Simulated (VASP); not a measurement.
Here is a VASP 6.6.1 calculation.

Contents of INCAR:

```
SYSTEM = Te
ALGO = Normal ; EDIFF = 1E-7
ENCUT = 520 ; GGA = PE
ISIF = 2 ; ISMEAR = 0
IVDW = 12 ; LASPH = .True.
LCHARG = .False. ; LREAL = .False.
LWAVE = .False. ; NBANDS = 13
NELM = 60 ; PREC = Accurate
SIGMA = 0.1
```

File KPOINTS:

```
k-points
0
Gamma
  6 6 4
  0 0 0
```

File POSCAR:

```
Te
1.0
    4.3597551800      0.0000000000      0.0000000000
   -2.1798775900      3.7756587400      0.0000000000
    0.0000000000      0.0000000000      4.8964177200
Te
2
Direct
    0.6666666700      0.3333333300      0.1507650900
    0.3333333300      0.6666666700      0.8492349100
```

Potentials or basis: VASP PAW PBE potentials, release 64 (Te).

Command:

```console
$ cat potpaw_PBE.64/Te/POTCAR > POTCAR
$ mpirun -np 1 vasp_std > vasp.out
```

Task: What does it give for the dispersion energy per atom?

Result: -0.352 eV.

Task: Estimate the largest force.

Result: 0.526 eV/Å.

Task: Estimate the pressure.

Result: 0.1 GPa.

Forces on the atoms (eV/Å):
```
Te   0.000  0.000  0.526
Te   0.000  0.000 -0.526
```
